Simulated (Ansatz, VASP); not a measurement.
One calculation of C, two programs

INCAR

```
PREC = Accurate
ENCUT = 520
EDIFF = 1E-6
ISMEAR = 0
SIGMA = 0.15
LREAL = False
LASPH = True
NELM = 60
ALGO = Normal
ISIF = 2
LWAVE = False
LCHARG = True
GGA = PE
LELF = True
LVHAR = True
NBANDS = 16
```

Contents of KPOINTS:

```
regular mesh
0
Gamma
  18 18 6
```

File POSCAR:

```
C
1.0
    1.1756830526     -2.1360444485      0.0000000000
    1.1756830526      2.1360444485      0.0000000000
    0.0000000000      0.0000000000      8.7070207245
C
4
Direct
    0.0833329406      0.9166670594      0.7503043452
    0.5833329406      0.4166670594      0.2496956548
    0.9166670594      0.0833329406      0.2496956548
    0.4166670594      0.5833329406      0.7503043452
```

Input for Ansatz:

```yaml
crystal:
  lattice:
    - [1.1756830526, -2.1360444485, 0.0]
    - [1.1756830526, 2.1360444485, 0.0]
    - [0.0, 0.0, 8.7070207245]
  atoms:
    - { symbol: C, position: [0.0833329406, 0.9166670594, 0.7503043452] }
    - { symbol: C, position: [0.5833329406, 0.4166670594, 0.2496956548] }
    - { symbol: C, position: [0.9166670594, 0.0833329406, 0.2496956548] }
    - { symbol: C, position: [0.4166670594, 0.5833329406, 0.7503043452] }
basis:
  ecutwfc: 520.0
kpoints:
  mp_grid: { grid: [18, 18, 6] }
hamiltonian:
  xc: pbe
  pseudopotentials: { kind: paw, azcp: { folder: soft_1 } }
scf:
  occupations: { method: gaussian, width: 0.15 }
output:
  forces: true
  stress: true
  eigenvalues: true
```

Change from the starting cell: normal strain along x -0.0467, normal strain along y +0.0000.

Alike in both runs: task single point; functional PBE; k mesh 18 × 18 × 6; occupations gaussian, width 0.15 eV; no spin polarisation.

```csv
,VASP,Ansatz
version,VASP 6.6.1,Ansatz 0.2.0
potentials or method,"VASP PAW PBE potentials, release 64 (C), cutoff 520 eV","scalar-relativistic, plane waves, PAW"
valence electrons in the cell,16,16
```

Ansatz gave:

* gap on the k mesh at the Fermi level (eV): 0.51
* least direct gap on the mesh (eV): 0.51
* pressure (GPa): 17.3
* traceless stress, the component that is largest in VASP (GPa): 27.23
* rms of the force components (eV/Å): 0.431

**Question.** Which values does VASP return?

**Answer.** gap on the k mesh at the Fermi level (eV): 0.51; least direct gap on the mesh (eV): 0.51; pressure (GPa): 17.7; traceless stress, the component that is largest in VASP (GPa): 27.49; rms of the force components (eV/Å): 0.435.

Atom by atom the forces differ by 0.004 eV/Å (rms over components). The functional is the same, so the differences come from potentials, cutoffs and numerics.
